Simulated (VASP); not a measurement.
Wanted: the native input for a VASP 6.6.1 run.

* Task: single point
* Functional: PBE
* Potentials or basis: VASP PAW PBE potentials, release 64 (Bi_d, P)
* Cutoff: 520 eV
* k mesh: 8 × 8 × 6
* Occupations: gaussian, width 0.05 eV
* Spin: no spin polarisation
* Dipole correction: no
* Further INCAR settings: ALGO = Normal; EDIFF = 1e-06; NBANDS = 28

The structure of BiP lies in POSCAR:

```
BiP
1.0
    4.9048130777      0.0000000000      0.0000000000
   -2.4524065388      4.2476927261      0.0000000000
    0.0000000000      0.0000000000      6.1737119889
Bi P
2 2
Direct
    0.6666666667      0.3333333333      0.0317686379
    0.3333333333      0.6666666667      0.5317686379
    0.6666666667      0.3333333333      0.5934313621
    0.3333333333      0.6666666667      0.0934313621
```

One way to write it, as run:

INCAR

```
PREC = Accurate
ENCUT = 520
EDIFF = 1E-6
ISMEAR = 0
SIGMA = 0.05
LREAL = F
LASPH = T
NELM = 100
ALGO = Normal
ISIF = 2
LWAVE = F
LCHARG = F
GGA = PE
NBANDS = 28
```

KPOINTS

```
Automatic mesh
0
Gamma
  8 8 6
```

Potentials or basis: VASP PAW PBE potentials, release 64 (Bi_d, P).

Run with:

```sh
$ cat potpaw_PBE.64/Bi_d/POTCAR potpaw_PBE.64/P/POTCAR > POTCAR
$ mpirun -np 1 vasp_std > vasp.out
```

Results of the run:

The pressure is 0.0 GPa and the band gap on the k mesh is 0.19 eV (least direct gap 1.10 eV).

Caveat: spin-orbit coupling is left out, which moves the levels of the heavy elements.

Wall time 93 s on 1 thread of AMD EPYC 7R13 Processor (Zen 3), with other jobs on the host, peak memory 0.27 GiB.
